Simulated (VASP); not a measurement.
Here is a VASP 6.6.1 calculation.

INCAR

```
SYSTEM = Os
PREC = Accurate
ENCUT = 520
EDIFF = 1E-6
ISMEAR = 0
SIGMA = 0.01
LREAL = .False.
LASPH = .True.
NELM = 60
ALGO = Normal
ISIF = 2
LWAVE = .False.
LCHARG = .True.
GGA = PS
LELF = .True.
LVHAR = .True.
NBANDS = 15
```

File KPOINTS:

```
regular mesh
0
Gamma
  6 6 3
  0 0 0
```

The input POSCAR:

```
Os
1.0
    2.7341000000      0.0000000000      0.0000000000
   -1.3670500000      2.3678000600      0.0000000000
    0.0000000000      0.0000000000      4.3197000000
Os
2
Direct
    0.3333333300      0.6666666700      0.2500000000
    0.6666666700      0.3333333300      0.7500000000
```

Potentials or basis: VASP PAW PBE potentials, release 64 (Os).

Run with:

```sh
$ cat potpaw_PBE.64/Os/POTCAR > POTCAR
$ mpirun -np 1 vasp_std > vasp.out
```

Task: What does it give for the band gap on the k mesh?

Result: Zero (band 8 reaches 11.39 eV, above the bottom of band 9 at 7.77 eV).

Task: Estimate the pressure.

Result: -1.4 GPa.

Stress tensor (GPa, compression positive):
```
 0.83  0.00  0.00
 0.00  0.83  0.00
 0.00  0.00 -5.91
```

Caveat: the k points lie up to 0.48 Å⁻¹ apart; the PAW data sets were made with another functional, which shifts forces and pressure a little; spin-orbit coupling is left out, which moves the levels of the heavy elements.
